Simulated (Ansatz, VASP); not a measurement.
## ZrB2: VASP beside Ansatz

```
Zr B
1.0
     3.21172    0.00000    0.00000
    -1.60586    2.78143    0.00000
     0.00000    0.00000    3.57949
Zr B
1 2
Direct
  0.00000 0.00000 0.00000
  0.66667 0.33333 0.50000
  0.33333 0.66667 0.50000
```

Change from the starting cell: volume scaled by 1.04.

Alike in both runs: task single point; functional PBE; k mesh 10 × 10 × 8; occupations fermi-dirac, width 0.05 eV; no spin polarisation.

|  | VASP | Ansatz |
| --- | --- | --- |
| version | VASP 6.6.1 | Ansatz 0.2.0 |
| potentials or method | VASP PAW PBE potentials, release 64 (Zr_sv, B), cutoff 520 eV | all-electron LAPW, scalar-relativistic |

Ansatz gave:

* gap on the k mesh at the Fermi level (eV): none
* pressure (GPa): -8.0
* traceless stress, the component that is largest in VASP (GPa): 1.30

Problem. Which values does VASP return?

Solution. gap on the k mesh at the Fermi level (eV): none; pressure (GPa): -7.9; traceless stress, the component that is largest in VASP (GPa): 1.30.

A gap of «none» marks a metal or a gap that the smearing closes. Ansatz ran all-electron here, and VASP with PAW potentials.
